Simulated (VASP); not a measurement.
# Ti (Fm-3m) in VASP: further runs

Runs on Ti. Level: LDA. Tasks: electric field gradients.

All numbers are computed with VASP 6.6.1; they aren't measurements. Logs are shortened: lines on timing, memory, paths and dates and some standing lists are left out, and cuts for length are marked.

## 1. The cell of the first run

Symmetry: Fm-3m, No. 225, cubic system. The conventional cell has a = 4.005 Å, b = 4.005 Å, c = 4.005 Å, α = 90.00°, β = 90.00°, γ = 90.00°. Within 3.7 Å of Ti (site symmetry m-3m) lie 12 Ti at 2.83 Å.

## 2. Electric field gradients, LDA (volume scaled by 0.96)

The input, INCAR:

```
SYSTEM = Ti
ALGO     = Normal         ! electronic algorithm
EDIFF    = 1E-8           ! SCF threshold, eV
ENCUT    = 520            ! plane-wave cutoff, eV
ISIF     = 2              ! what is computed and relaxed
ISMEAR   = -1             ! smearing method
LASPH    = .TRUE.         ! aspherical terms in the spheres
LCHARG   = .FALSE.        ! write CHGCAR
LEFG     = .TRUE.       
LREAL    = .FALSE.        ! projectors in reciprocal space
LWAVE    = .FALSE.        ! write WAVECAR
NBANDS   = 12             ! bands
NELM     = 60             ! most SCF steps
PREC     = Accurate       ! precision mode
SIGMA    = 0.05           ! smearing width, eV
```

The input, KPOINTS:

```
k-points
0
G
  14 14 14
  0 0 0
```

The input, POSCAR:

```
Ti
1.0
    0.0000000000      2.0025642044      2.0025642044
    2.0025642044      0.0000000000      2.0025642044
    2.0025642044      2.0025642044      0.0000000000
Ti
1
Direct
    0.0000000000      0.0000000000      0.0000000000
```

Potentials or basis: VASP PAW LDA potentials, release 64 (Ti_sv).

Run with:

```
$ cat potpaw_LDA.64/Ti_sv/POTCAR > POTCAR
$ mpirun -np 1 vasp_std > vasp.out
```

OUTCAR:

```text
SYSTEM = Ti
   EDIFF = 1E-8
   ENCUT = 520
   ISIF = 2
   ISMEAR = -1
   LASPH = .TRUE.
   LREAL = .FALSE.
   NELM = 60
   PREC = Accurate

 ion  position               nearest neighbor table
   1  0.000  0.000  0.000-

  LATTYP: Found a face centered cubic cell.
 ALAT       =     4.0051284088

  Lattice vectors:

 A1 = (   0.0000000000,   2.0025642044,   2.0025642044)
 A2 = (   2.0025642044,   0.0000000000,   2.0025642044)
 A3 = (   2.0025642044,   2.0025642044,   0.0000000000)

Analysis of symmetry for initial positions (statically):
=====================================================================
 Subroutine PRICEL returns:
 Original cell was already a primitive cell.

 Routine SETGRP: Setting up the symmetry group for a
 face centered cubic supercell.

 Subroutine GETGRP returns: Found 48 space group operations
 (whereof 48 operations were pure point group operations)
 out of a pool of 48 trial point group operations.

The static configuration has the point symmetry O_h .

Analysis of symmetry for dynamics (positions and initial velocities):
=====================================================================
 Subroutine PRICEL returns:
 Original cell was already a primitive cell.

 Routine SETGRP: Setting up the symmetry group for a
 face centered cubic supercell.

 Subroutine GETGRP returns: Found 48 space group operations
 (whereof 48 operations were pure point group operations)
 out of a pool of 48 trial point group operations.

The dynamic configuration has the point symmetry O_h .

 Subroutine INISYM returns: Found 48 space group operations
 (whereof 48 operations are pure point group operations),
 and found     1 'primitive' translations

----------------------------------------------------------------------------------------

                                     Primitive cell

  volume of cell :      16.0616

  direct lattice vectors                    reciprocal lattice vectors
     0.000000000  2.002564204  2.002564204    -0.249679885  0.249679885  0.249679885
     2.002564204  0.000000000  2.002564204     0.249679885 -0.249679885  0.249679885
     2.002564204  2.002564204  0.000000000     0.249679885  0.249679885 -0.249679885

  length of vectors
     2.832053457  2.832053457  2.832053457     0.432458246  0.432458246  0.432458246

  position of ions in fractional coordinates (direct lattice)
     0.000000000  0.000000000  0.000000000

  ion indices of the primitive-cell ions
   primitive index   ion index
                 1           1

----------------------------------------------------------------------------------------

 KPOINTS: k-points

Automatic generation of k-mesh.
 Grid dimensions read from file:
 generate k-points for:   14   14   14

 Generating k-lattice:

  Cartesian coordinates                     Fractional coordinates (reciprocal lattice)
    -0.017834277  0.017834277  0.017834277     0.071428571  0.000000000  0.000000000
     0.017834277 -0.017834277  0.017834277     0.000000000  0.071428571  0.000000000
     0.017834277  0.017834277 -0.017834277     0.000000000  0.000000000  0.071428571

  Length of vectors
     0.030889875  0.030889875  0.030889875

  Shift w.r.t. Gamma in fractional coordinates (k-lattice)
     0.000000000  0.000000000  0.000000000

 Subroutine IBZKPT returns following result:
 ===========================================

 Found    104 irreducible k-points:

 Following reciprocal coordinates:
            Coordinates               Weight
  0.000000  0.000000  0.000000      1.000000
  0.071429  0.000000  0.000000      8.000000
  0.142857  0.000000  0.000000      8.000000
  0.214286  0.000000  0.000000      8.000000
  0.285714  0.000000  0.000000      8.000000
  0.357143  0.000000  0.000000      8.000000
[... 16 lines left out ...]
  0.214286  0.142857  0.000000     24.000000
  0.285714  0.142857  0.000000     24.000000
 [... further k-points ...]
   k-points           NKPTS =    104   k-points in BZ     NKDIM =    104   number of bands    NBANDS=     12
   number of dos      NEDOS =    301   number of ions     NIONS =      1
   total plane-waves  NPLWV =  13824
   dimension x,y,z NGX =    24 NGY =   24 NGZ =   24
   dimension x,y,z NGXF=    48 NGYF=   48 NGZF=   48
   ions per type =               1
   NGX,Y,Z   is equivalent  to a cutoff of  14.09, 14.09, 14.09 a.u.
   NGXF,Y,Z  is equivalent  to a cutoff of  28.18, 28.18, 28.18 a.u.
 SYSTEM =  Ti
   PREC   = accura    normal or accurate (medium, high low for compatibility)
   ISTART =      0    job   : 0-new  1-cont  2-samecut
   ICHARG =      2    charge: 1-file 2-atom 10-const
   ISPIN  =      1    spin polarized calculation?
   LNONCOLLINEAR =      F non collinear calculations
   LSORBIT =      F    spin-orbit coupling
   LASPH  =      T    aspherical Exc in radial PAW
   ENCUT  =  520.0 eV  38.22 Ry    6.18 a.u.   5.27  5.27  5.27*2*pi/ulx,y,z
   NELM   =     60;   NELMIN=  2; NELMDL= -5     # of ELM steps
   EDIFF  = 0.1E-07   stopping-criterion for ELM
   LREAL  =      F    real-space projection
   EDIFFG = 0.1E-06   stopping-criterion for IOM
   NSW    =      0    number of steps for IOM
   IBRION =     -1    ionic relax: 0-MD 1-quasi-New 2-CG
   NFREE  =      0    steps in history (QN), initial steepest desc. (CG)
   ISIF   =      2    stress and relaxation
   ISYM   =      2    0-nonsym 1-usesym 2-fastsym
   POTIM  = 0.5000    time-step for ionic-motion
   TEBEG  =    0.0;   TEEND  =   0.0 temperature during run
   PSTRESS=    0.0 pullay stress
   NELECT =      12.0000    total number of electrons
   NUPDOWN=      -1.0000    fix difference up-down
   EMIN   =  10.00;   EMAX   =-10.00  energy-range for DOS
   EFERMI =   0.00;   METHOD = LEGACY
   ISMEAR =    -1;   SIGMA  =   0.05  broadening in eV -4-tet -1-fermi 0-gaus
   EFERMI_NEDOS =   21; number of points for ismear=-14 and -15
   IALGO  =     38    algorithm
   IMIX   =      4    mixing-type and parameters
     AMIX     =   0.40;   BMIX     =  1.00
     AMIX_MAG =   1.60;   BMIX_MAG =  1.00
  volume/ion in A,a.u.               =      16.06       108.39
  Fermi-wavevector in a.u.,A,eV,Ry     =   1.485498  2.807185 30.024043  2.206705
  Thomas-Fermi vector in A             =   2.598902
   LORBIT       =      0    0 simple, 1 ext, 2 COOP (PROOUT), +10 PAW based schemes
   GGA     = CA    functional components
   LHFCALC =     F    Hartree Fock is set to
   AEXX    =    0.0000 exact exchange contribution
   IVDW    =     0    specifies the selected vdW correction
   LEPSILON=     F    determine dielectric tensor
   LRPA    =     F    only Hartree local field effects (RPA)
 non-spin polarized calculation
  energy-cutoff  :      520.00
  volume of cell :       16.06
 maximum number of plane-waves:       444
 NGX is ok and might be reduce to    24
   NGX = 11   NGY = 11   NGZ = 11

 number of electron      11.9999999 magnetization

 Free energy of the ion-electron system (eV)
  ---------------------------------------------------
  ext. energy  EPLUGINS =         0.00000000
  ---------------------------------------------------
  free energy    TOTEN  =        -8.50490154 eV

  energy without entropy =       -8.49072671  energy(sigma->0) =       -8.49781413

 E-fermi :   8.8334     XC(G=0): -12.1637

 val. band max:        8.8298625205   @ k =  -0.3571   0.3571   0.1429
 cond. band min:       8.8362572532   @ k =  -0.4286   0.2857   0.1429
 fundamental gap:      0.0063947327
 Fermi energy:         8.8334322347

 k-point     1 :       0.0000    0.0000    0.0000
  band No.  band energies     occupation
      1     -47.0592      2.00000
      2     -23.1816      2.00000
      3     -23.1816      2.00000
      4     -23.1816      2.00000
      5       2.6515      2.00000
      6       9.7274      0.00000
      7       9.7274      0.00000
      8       9.7274      0.00000
      9      11.5176      0.00000
     10      11.5176      0.00000
     11      24.6180      0.00000
     12      29.4016      0.00000

 k-point     2 :       0.0714    0.0000    0.0000
  band No.  band energies     occupation
      1     -47.0506      2.00000
      2     -23.2276      2.00000
      3     -23.1873      2.00000
      4     -23.1873      2.00000
      5       2.8296      2.00000
      6       9.6160      0.00000
      7       9.7932      0.00000
      8       9.7932      0.00000
      9      11.4745      0.00000
     10      11.4745      0.00000
     11      24.7886      0.00000
     12      28.1632      0.00000
[... 316 lines left out ...]
 k-point    24 :       0.2857    0.1429    0.0000
  band No.  band energies     occupation
      1     -46.9548      2.00000
      2     -23.6281      2.00000
      3     -23.2981      2.00000
      4     -23.2894      2.00000
      5       4.8937      2.00000
      6       8.4910      1.99788
      7       9.8696      0.00000
      8      10.4354      0.00000
      9      11.2786      0.00000
     10      12.0804      0.00000
     11      23.3259      0.00000
     12      25.7121      0.00000

 [... further k-points ...]
[... 5 lines left out ...]
  --------------------------------------------------------------------------------------
  -------------------------------------------------------------------------------------
  Total       -0.0466257     -0.0466257     -0.0466257     -0.0000000     -0.0000000     -0.0000000
  in kB       -4.6510072     -4.6510072     -4.6510072     -0.0000000     -0.0000000     -0.0000000
  external PRESSURE =      -4.6510072 kB  Pullay stress =       0.0000000 kB

 VOLUME and BASIS-vectors are now :
 -----------------------------------------------------------------------------
  energy-cutoff  :      520.00
  volume of cell :       16.06
      direct lattice vectors                 reciprocal lattice vectors
     0.000000000  2.002564204  2.002564204    -0.249679885  0.249679885  0.249679885
     2.002564204  0.000000000  2.002564204     0.249679885 -0.249679885  0.249679885
     2.002564204  2.002564204  0.000000000     0.249679885  0.249679885 -0.249679885

 POSITION                                       TOTAL-FORCE (eV/Angst)
 -----------------------------------------------------------------------------------
      0.00000      0.00000      0.00000         0.000000      0.000000      0.000000
 -----------------------------------------------------------------------------------
    total drift:                               -0.000000      0.000000      0.000000

  FREE ENERGIE OF THE ION-ELECTRON SYSTEM (eV)
  ---------------------------------------------------
  free  energy   TOTEN  =        -8.5049015387 eV

  energy  without entropy=       -8.4907267121  energy(sigma->0) =       -8.49781413

 Electric field gradients (V/A^2)
---------------------------------------------------------------------
 ion       V_xx      V_yy      V_zz      V_xy      V_xz      V_yz
---------------------------------------------------------------------
   1      -0.000     0.000    -0.000    -0.001    -0.001    -0.001
---------------------------------------------------------------------

 Electric field gradients after diagonalization (V/A^2)
 (convention: |V_zz| > |V_xx| > |V_yy|)
----------------------------------------------------------------------
 ion       V_xx      V_yy      V_zz     asymmetry (V_yy - V_xx)/ V_zz
----------------------------------------------------------------------
   1       0.001     0.001    -0.002       0.000
----------------------------------------------------------------------

           NMR quadrupolar parameters

 Cq : quadrupolar parameter    Cq=e*Q*V_zz/h
 eta: asymmetry parameters     (V_yy - V_xx)/ V_zz
 Q  : nuclear electric quadrupole moment in mb (millibarn)
----------------------------------------------------------------------
 ion       Cq(MHz)       eta       Q (mb)
----------------------------------------------------------------------
   1      -0.000       0.000       1.000
----------------------------------------------------------------------
```

Run time: 13 s. Hardware: 1 thread of Intel Xeon 6975P-C, shared host; peak memory 0.14 GiB.

What came out:

| Property | Result |
| --- | --- |
| Free energy | -8.5049 eV |
| Pressure | -0.5 GPa |
| Band gap on the k mesh | zero (band 6 reaches 9.73 eV, above the bottom of band 7 at 8.37 eV) |

Levels at points of the mesh, in eV from the Fermi level:
| k point | band 4 | band 5 | band 6 | band 7 | band 8 | band 9 |
| --- | --- | --- | --- | --- | --- | --- |
| (0.00, 0.00, 0.00) | -32.02 | -6.18 | 0.89 | 0.89 | 0.89 | 2.68 |
| (0.50, 0.00, 0.00) | -32.13 | -2.76 | 0.75 | 0.75 | 0.96 | 3.91 |
| (0.50, 0.50, 0.00) | -32.32 | -2.86 | -1.95 | 3.30 | 3.88 | 4.24 |

Caveat: without QUAD_EFG the Cq values of the log hold for a quadrupole moment of 1 mb, not for the nuclei.

## 3. Electric field gradients, LDA (volume scaled by 0.96)

The input, INCAR:

```
ALGO = Normal
EDIFF = 1E-8
ENCUT = 520
GGA = CA
ISIF = 2
ISMEAR = -1
LASPH = T
LCHARG = F
LEFG = T
LREAL = F
LWAVE = F
NBANDS = 12
NELM = 80
PREC = Accurate
SIGMA = 0.05
```

The input, KPOINTS:

```
k-points
0
Gamma
  14 14 14
```

POSCAR is that of step 2.

Potentials or basis: VASP PAW LDA potentials, release 64 (Ti_sv).

Run with:

```
$ cat potpaw_LDA.64/Ti_sv/POTCAR > POTCAR
$ mpirun -np 1 vasp_std > vasp.out
```

OUTCAR:

```text
EDIFF = 1E-8
   ENCUT = 520
   GGA = CA
   ISIF = 2
   ISMEAR = -1
   LASPH = T
   LREAL = F
   NELM = 80
   PREC = Accurate

 ion  position               nearest neighbor table
   1  0.000  0.000  0.000-

  LATTYP: Found a face centered cubic cell.
 ALAT       =     4.0051284088

  Lattice vectors:

 A1 = (   0.0000000000,   2.0025642044,   2.0025642044)
 A2 = (   2.0025642044,   0.0000000000,   2.0025642044)
 A3 = (   2.0025642044,   2.0025642044,   0.0000000000)

Analysis of symmetry for initial positions (statically):
=====================================================================
 Subroutine PRICEL returns:
 Original cell was already a primitive cell.

 Routine SETGRP: Setting up the symmetry group for a
 face centered cubic supercell.

 Subroutine GETGRP returns: Found 48 space group operations
[... 540 lines left out ...]
  external PRESSURE =      -4.6510072 kB  Pullay stress =       0.0000000 kB

 VOLUME and BASIS-vectors are now :
 -----------------------------------------------------------------------------
  energy-cutoff  :      520.00
  volume of cell :       16.06
      direct lattice vectors                 reciprocal lattice vectors
     0.000000000  2.002564204  2.002564204    -0.249679885  0.249679885  0.249679885
     2.002564204  0.000000000  2.002564204     0.249679885 -0.249679885  0.249679885
     2.002564204  2.002564204  0.000000000     0.249679885  0.249679885 -0.249679885

 POSITION                                       TOTAL-FORCE (eV/Angst)
 -----------------------------------------------------------------------------------
      0.00000      0.00000      0.00000         0.000000      0.000000      0.000000
 -----------------------------------------------------------------------------------
    total drift:                               -0.000000      0.000000      0.000000

  FREE ENERGIE OF THE ION-ELECTRON SYSTEM (eV)
  ---------------------------------------------------
  free  energy   TOTEN  =        -8.5049015387 eV

  energy  without entropy=       -8.4907267121  energy(sigma->0) =       -8.49781413

 Electric field gradients (V/A^2)
---------------------------------------------------------------------
 ion       V_xx      V_yy      V_zz      V_xy      V_xz      V_yz
---------------------------------------------------------------------
   1      -0.000     0.000    -0.000    -0.001    -0.001    -0.001
---------------------------------------------------------------------

 Electric field gradients after diagonalization (V/A^2)
 (convention: |V_zz| > |V_xx| > |V_yy|)
----------------------------------------------------------------------
 ion       V_xx      V_yy      V_zz     asymmetry (V_yy - V_xx)/ V_zz
----------------------------------------------------------------------
   1       0.001     0.001    -0.002       0.000
----------------------------------------------------------------------

           NMR quadrupolar parameters

 Cq : quadrupolar parameter    Cq=e*Q*V_zz/h
 eta: asymmetry parameters     (V_yy - V_xx)/ V_zz
 Q  : nuclear electric quadrupole moment in mb (millibarn)
----------------------------------------------------------------------
 ion       Cq(MHz)       eta       Q (mb)
----------------------------------------------------------------------
   1      -0.000       0.000       1.000
----------------------------------------------------------------------
```

OSZICAR:

```text
N       E                     dE             d eps       ncg     rms          rms(c)
DAV:   1     0.864154767339E+02    0.86415E+02   -0.64504E+03  2500   0.120E+03
DAV:   2    -0.533541339751E+01   -0.91751E+02   -0.89130E+02  2540   0.298E+02
DAV:   3    -0.934531050539E+01   -0.40099E+01   -0.39717E+01  3348   0.638E+01
DAV:   4    -0.943303602428E+01   -0.87726E-01   -0.87634E-01  2896   0.848E+00
DAV:   5    -0.943497698408E+01   -0.19410E-02   -0.19409E-02  2952   0.115E+00    0.879E+00
DAV:   6    -0.851024836634E+01    0.92473E+00   -0.19031E+00  2704   0.204E+01    0.239E+00
DAV:   7    -0.849568152585E+01    0.14567E-01   -0.93475E-02  3076   0.336E+00    0.131E+00
DAV:   8    -0.850455958529E+01   -0.88781E-02   -0.42454E-02  2568   0.256E+00    0.141E-01
DAV:   9    -0.850484794710E+01   -0.28836E-03   -0.27019E-03  3096   0.575E-01    0.812E-02
DAV:  10    -0.850491438025E+01   -0.66433E-04   -0.31933E-04  2688   0.200E-01    0.122E-02
DAV:  11    -0.850490247567E+01    0.11905E-04   -0.22253E-05  2968   0.661E-02    0.110E-02
DAV:  12    -0.850490152957E+01    0.94609E-06   -0.27552E-06  2732   0.189E-02    0.112E-03
DAV:  13    -0.850490155564E+01   -0.26070E-07   -0.14319E-07  3060   0.406E-03    0.220E-03
DAV:  14    -0.850490153777E+01    0.17875E-07   -0.99137E-08  2624   0.415E-03    0.389E-05
DAV:  15    -0.850490153869E+01   -0.91859E-09   -0.83004E-10  1556   0.334E-04
   1 F= -.85049015E+01 E0= -.84978141E+01  d E =-.141748E-01
```

It took 14 s on 1 thread of Intel Xeon 6975P-C, shared host; peak memory 0.14 GiB.

What came out:

```yaml
Free_energy: -8.5049 eV
Pressure: -0.5 GPa
Band_gap_on_the_k_mesh: zero (band 6 reaches 9.73 eV, above the bottom of band 7 at 8.37 eV)
```

Levels at points of the mesh, in eV from the Fermi level:
```csv
k point,band 2,band 3,band 4,band 5,band 6,band 7,band 8,band 9,band 10,band 11
"(0.00, 0.00, 0.00)",-32.02,-32.02,-32.02,-6.18,0.89,0.89,0.89,2.68,2.68,15.78
"(0.50, 0.00, 0.00)",-32.90,-32.13,-32.13,-2.76,0.75,0.75,0.96,3.91,3.91,9.04
"(0.50, 0.50, 0.00)",-32.84,-32.32,-32.32,-2.86,-1.95,3.30,3.88,4.24,4.24,11.53
```

Caveat: without QUAD_EFG the Cq values of the log hold for a quadrupole moment of 1 mb, not for the nuclei.

[end of part 1 of 2]
